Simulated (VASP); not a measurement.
RbBr:

```
Rb Br
1.0
     4.19290    0.00000    0.00000
     0.00000    4.19290    0.00000
     0.00000    0.00000    4.19290
Rb Br
1 1
Direct
  0.00000 0.00000 0.00000
  0.50000 0.50000 0.50000
```

| Quantity | Value |
| --- | --- |
| Program | VASP 6.6.1 |
| Task | relaxation of cell and atoms |
| Functional | PBEsol |
| Potentials or basis | VASP PAW PBE potentials, release 64 (Rb_sv, Br) |
| Cutoff | 600 eV |
| k mesh | 6 × 6 × 6 |
| Occupations | fermi-dirac, width 0.02 eV |
| Spin | no spin polarisation |

At the start: pressure -1.2 GPa; volume 36.86 Å³/atom.

Q: Where does the relaxation end?

A: Over 4 steps the energy falls by 11.7 meV/atom and the volume is 33.87 Å³/atom (-8.1 %); space group Pm-3m (No. 221, to 0.1 Å) before and after.

Step by step:
| step | energy change (eV) | largest force (eV/Å) | pressure (GPa) | volume (Å³) |
| --- | --- | --- | --- | --- |
| 1 | 0.0000 | 0.0000 | -1.15 | 73.71 |
| 2 | -0.0163 | 0.0000 | -0.69 | 70.92 |
| 3 | -0.0233 | 0.0000 | -0.07 | 68.05 |
| 4 | -0.0234 | 0.0000 | 0.01 | 67.74 |

Final structure:
```
Rb Br
1.0
     4.07637    0.00000    0.00000
     0.00000    4.07637    0.00000
     0.00000    0.00000    4.07637
Rb Br
1 1
Direct
  0.00000 0.00000 0.00000
  0.50000 0.50000 0.50000
```

Caveat: the PAW data sets were made with another functional, which shifts forces and pressure a little.
